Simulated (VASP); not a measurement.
A run of VASP 6.6.1 is set up as follows.

Contents of INCAR:

```
SYSTEM = SiC20
  PREC = Accurate
  ENCUT = 520
  EDIFF = 1E-6
  ISMEAR = 0
  SIGMA = 0.05
  LREAL = Auto
  LASPH = .TRUE.
  NELM = 150
  ALGO = Normal
  ISIF = 2
  LWAVE = .FALSE.
  LCHARG = .FALSE.
  ISPIN = 2
  MAGMOM = 0 0 0 0 0 0 0 0 0 0 0 0 0 0 0 0 0 0 0 0 2
  LORBIT = 11
  LDIPOL = .TRUE.
  IDIPOL = 3
  DIPOL = 0.5 0.5 0.329
  GGA = PE
  NBANDS = 62
```

Contents of KPOINTS:

```
regular mesh
0
G
  5 8 1
  0 0 0
```

Contents of POSCAR:

```
SiC20
1.0
    5.0509324483      0.0000000000      0.0000000000
    0.0000000000      3.5715485855      0.0000000000
    0.0000000000      0.0000000000     20.3790411838
C Si
20 1
Direct
    0.2500000000      0.0000000000      0.1962800882
    0.7500000000      0.0000000000      0.1962800882
    0.0000000000      0.2500000000      0.1962800882
    0.5000000000      0.2500000000      0.1962800882
    0.0000000000      0.5000000000      0.2582424298
    0.5000000000      0.5000000000      0.2582424298
    0.2500000000      0.7500000000      0.2582424298
    0.7500000000      0.7500000000      0.2582424298
    0.2500000000      0.0024640196      0.3199149154
    0.7500000000      0.0024640196      0.3199149154
    0.0000000000      0.2475359804      0.3199149154
    0.5000000000      0.2475359804      0.3199149154
    0.0000000000      0.5097084332      0.3835991953
    0.5000000000      0.5097084332      0.3835991953
    0.2500000000      0.7402915668      0.3835991953
    0.7500000000      0.7402915668      0.3835991953
    0.2500000000      0.0294931910      0.4356947466
    0.7500000000      0.0294931910      0.4356947466
    0.0000000000      0.2205068090      0.4356947466
    0.5000000000      0.2205068090      0.4356947466
    0.2500000000      0.8628265243      0.5257310715
```

Potentials or basis: VASP PAW PBE potentials, release 64 (C, Si).

The run is started by

```console
$ cat potpaw_PBE.64/C/POTCAR potpaw_PBE.64/Si/POTCAR > POTCAR
$ mpirun -np 1 vasp_std > vasp.out
```

**Question.** Estimate the site moments.

**Answer.** C +0.21, -0.12, +0.02, +0.00, -0.01, +0.01, -0.00 (each value once); Si +0.00 μB.

**Question.** Predict the net moment.

**Answer.** 0.28 μB per cell.

**Question.** Predict the largest force.

**Answer.** 4.663 eV/Å.

Forces on the atoms (eV/Å):
```
C    0.000  4.561  0.971
C    0.000  4.194  1.011
C   -0.063 -4.349  1.191
C    0.063 -4.349  1.191
C   -0.020  0.981 -1.256
C    0.020  0.981 -1.256
C    0.000 -0.865 -1.187
C    0.000 -0.965 -1.026
C    0.000 -0.507 -0.046
C    0.000  0.033 -0.005
C    0.019  0.020  0.060
C   -0.019  0.020  0.060
C   -0.004 -0.157 -0.509
C    0.004 -0.157 -0.509
C    0.000  0.726 -2.281
C    0.000  0.161 -0.366
C    0.000 -3.037  1.532
C    0.000 -0.545  1.073
C   -0.745  1.594  0.661
C    0.745  1.594  0.661
Si   0.000  0.068  0.031
```
